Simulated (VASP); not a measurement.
MoS2:

```
Mo S
1.0
     1.54775    0.89359    6.02445
    -1.54775    0.89359    6.02445
     0.00000   -1.78718    6.02445
Mo S
1 2
Direct
  0.00000 0.00000 0.00000
  0.41700 0.41700 0.41700
  0.25000 0.25000 0.25000
```

Base run:

* Program: VASP 6.6.1
* Functional: PBEsol
* Potentials or basis: VASP PAW PBE potentials, release 64 (Mo_sv, S)
* Cutoff: 520 eV
* k mesh: 10 × 10 × 10
* Occupations: fermi-dirac, width 0.05 eV
* Spin: no spin polarisation

Its results: band gap on the k mesh 0.86 eV, indirect (least direct gap 2.13 eV); pressure 11.4 GPa; largest force 1.412 eV/Å.

Question: The run is repeated on the same cell with these changes: functional from PBEsol to PBE. What comes out?

Answer: Band gap on the k mesh 0.91 eV, indirect (least direct gap 2.13 eV); pressure 16.7 GPa; largest force 1.663 eV/Å.

PBE binds less tightly than PBEsol, so the same cell stands under more pressure.

Caveats: the PAW data sets were made with another functional, which shifts forces and pressure a little (some runs); forces of over 1 eV/Å act on the atoms, so gaps and moduli don't describe the material at rest (some runs).

A k mesh can miss the band edges.
